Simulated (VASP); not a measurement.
**MgS: single point with PBEsol**

The system is MgS.

```
CELL_PARAMETERS angstrom
3.96836 0.00000 0.00000
-1.98418 3.43670 0.00000
0.00000 0.00000 6.52111
ATOMIC_POSITIONS crystal
Mg 0.66667 0.33333 0.49984
Mg 0.33333 0.66667 0.99984
S 0.33333 0.66667 0.37516
S 0.66667 0.33333 0.87516
```

* Program: VASP 6.6.1
* Task: single point
* Functional: PBEsol
* Potentials or basis: VASP PAW PBE potentials, release 64 (Mg, S)
* Cutoff: 520 eV
* k mesh: 6 × 6 × 4
* Occupations: gaussian, width 0.02 eV
* Spin: no spin polarisation

```json
{"Pressure": "0.8 GPa", "Band gap on the k mesh": "3.45 eV, direct"}
```

Stress tensor (GPa, compression positive):
```
 1.24  0.00  0.00
 0.00  1.24  0.00
 0.00  0.00 -0.08
```

Levels at points of the mesh, in eV from the valence-band top:
| k point | band 5 | band 6 | band 7 | band 8 | band 9 | band 10 | band 11 | band 12 |
| --- | --- | --- | --- | --- | --- | --- | --- | --- |
| (0.00, 0.00, 0.00) | -0.38 | -0.04 | 0.00 | 0.00 | 3.45 | 4.88 | 7.67 | 7.67 |
| (0.50, 0.00, 0.00) | -1.88 | -1.10 | -0.93 | -0.36 | 4.79 | 5.05 | 5.81 | 7.56 |
| (0.00, 0.00, 0.50) | -0.20 | -0.20 | -0.20 | -0.20 | 5.02 | 5.02 | 7.53 | 7.53 |
| (0.50, 0.00, 0.50) | -0.82 | -0.82 | -0.76 | -0.76 | 4.55 | 4.55 | 6.29 | 6.29 |

Wall time 15 s on 1 thread of Intel(R) Xeon(R) 6975P-C (Granite Rapids), with other jobs on the host, peak memory 0.2 GiB.

Caveat: the PAW data sets were made with another functional, which shifts forces and pressure a little.
